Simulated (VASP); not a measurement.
Input of a VASP 6.6.1 run:

File POSCAR:

```
BP
1.0
    0.0000000000      2.2683155501      2.2683155501
    2.2683155501      0.0000000000      2.2683155501
    2.2683155501      2.2683155501      0.0000000000
B P
1 1
Direct
    0.0000000000      0.0000000000      0.0000000000
    0.2500000000      0.2500000000      0.2500000000
```

Contents of INCAR.step1:

```
PREC = Accurate
ENCUT = 520
ISMEAR = 0
SIGMA = 0.01
LREAL = False
LASPH = True
NELM = 100
NBANDS = 11
GGA = PE
ALGO = Normal
EDIFF = 1E-4
LWAVE = True
LCHARG = False
```

File INCAR.step2:

```
PREC = Accurate
ENCUT = 520
EDIFF = 1E-6
ISMEAR = 0
SIGMA = 0.01
LREAL = False
LASPH = True
NELM = 100
ALGO = Normal
ISIF = 2
LWAVE = False
LCHARG = False
METAGGA = R2SCAN
LMIXTAU = True
NBANDS = 11
ISTART = 1
```

File KPOINTS:

```
regular mesh
0
Gamma
  8 8 8
```

Potentials or basis: VASP PAW PBE potentials, release 64 (B, P).

The run is started by

```console
$ cat potpaw_PBE.64/B/POTCAR potpaw_PBE.64/P/POTCAR > POTCAR
$ cp INCAR.step1 INCAR
$ mpirun -np 1 vasp_std > vasp.out
$ cp INCAR.step2 INCAR
$ mpirun -np 1 vasp_std > vasp.out
```

Q: Predict the band gap on the k mesh.

A: 1.48 eV, indirect (least direct gap 3.64 eV).

Q: Predict the pressure.

A: -0.5 GPa.

Caveat: the PAW data sets were made with another functional, which shifts forces and pressure a little. A k mesh can miss the band edges.
